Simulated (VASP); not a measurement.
The system is IrS.

```xyz
2
Lattice="0.0000 2.6365 2.6365 2.6365 0.0000 2.6365 2.6365 2.6365 0.0000" Properties=species:S:1:pos:R:3 pbc="T T T"
Ir    0.0000    0.0000    0.0000
S     1.3182    1.3182    1.3182
```

Base run:

| Quantity | Value |
| --- | --- |
| Program | VASP 6.6.1 |
| Functional | r2SCAN |
| Potentials or basis | VASP PAW PBE potentials, release 64 (Ir, S) |
| Cutoff | 520 eV |
| k mesh | 10 × 10 × 10 |
| Occupations | gaussian, width 0.05 eV |
| Spin | no spin polarisation |

Its results: band gap on the k mesh zero (an odd number of electrons rules out a gap without spin polarisation); pressure -2.4 GPa.

The run is repeated on the same cell with these changes: functional from r2SCAN to PBE. What comes out?

Band gap on the k mesh zero (an odd number of electrons rules out a gap without spin polarisation); pressure 0.5 GPa.

Caveats: spin-orbit coupling is left out, which moves the levels of the heavy elements; the PAW data sets were made with another functional, which shifts forces and pressure a little (at least some runs).
